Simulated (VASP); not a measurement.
Input of a VASP 6.6.1 run:

INCAR

```
PREC = Accurate ; ENCUT = 520
EDIFF = 1E-6 ; ISMEAR = -1
SIGMA = 0.15 ; LREAL = F
LASPH = T ; NELM = 60
ALGO = Normal ; ISIF = 2
LWAVE = F ; LCHARG = T
GGA = PS ; LELF = T
LVHAR = T ; NBANDS = 32
```

KPOINTS

```
Automatic mesh
0
Gamma
  6 6 6
```

POSCAR

```
TaTi3
1.0
    0.0000000000      3.2665280000      3.2665280000
    3.2665280000      0.0000000000      3.2665280000
    3.2665280000      3.2665280000      0.0000000000
Ti Ta
3 1
Direct
    0.2500000000      0.2500000000      0.2500000000
    0.7500000000      0.7500000000      0.7500000000
    0.5000000000      0.5000000000      0.5000000000
    0.0000000000      0.0000000000      0.0000000000
```

Potentials or basis: VASP PAW PBE potentials, release 64 (Ti_sv, Ta_pv).

Run with:

```console
$ cat potpaw_PBE.64/Ti_sv/POTCAR potpaw_PBE.64/Ta_pv/POTCAR > POTCAR
$ mpirun -np 1 vasp_std > vasp.out
```

**Question.** What does it give for the pressure?

**Answer.** -4.7 GPa.

Caveat: the PAW data sets were made with another functional, which shifts forces and pressure a little.
